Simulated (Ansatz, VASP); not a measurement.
**One calculation of Mg2CdN2, two programs**

```
Mg Cd N
1.0
     3.41077    0.00000    0.00000
    -1.70538    2.95381    0.00000
     0.00000    0.00000    6.46254
Mg Cd N
2 1 2
Direct
  0.66667 0.33333 0.15344
  0.33333 0.66667 0.84656
  0.00000 0.00000 0.50000
  0.66667 0.33333 0.77223
  0.33333 0.66667 0.22777
```

Change from the starting cell: strain -0.040 along x and y, +0.080 along z, atoms carried along.

Alike in both runs: task single point; functional LDA; k mesh 12 × 12 × 6; occupations gaussian, width 0.03 eV; no spin polarisation.

|  | VASP | Ansatz |
| --- | --- | --- |
| version | VASP 6.6.1 | Ansatz 0.2.0 |
| potentials or method | VASP PAW LDA potentials, release 64 (Mg, Cd, N), cutoff 520 eV | scalar-relativistic, plane waves, PAW |
| valence electrons in the cell | 26 | 50 |

VASP gave:

| Property | Result |
| --- | --- |
| gap on the k mesh at the Fermi level (eV) | 0.04 |
| least direct gap on the mesh (eV) | 0.19 |
| pressure (GPa) | -5.1 |
| traceless stress, the component that is largest in VASP (GPa) | -9.38 |
| rms of the force components (eV/Å) | 0.122 |

Q: Estimate Ansatz's values.

A: gap on the k mesh at the Fermi level (eV): 0.04; least direct gap on the mesh (eV): 0.18; pressure (GPa): -4.7; traceless stress, the component that is largest in VASP (GPa): -9.14; rms of the force components (eV/Å): 0.140.

LDA's correlation is that of Perdew and Zunger in VASP and of Perdew and Wang (1992) in Ansatz. Atom by atom the forces differ by 0.022 eV/Å (rms over components). VASP's potentials hold 26 valence electrons a cell and Ansatz's 50, so a difference there can come from the potentials and not from the codes.
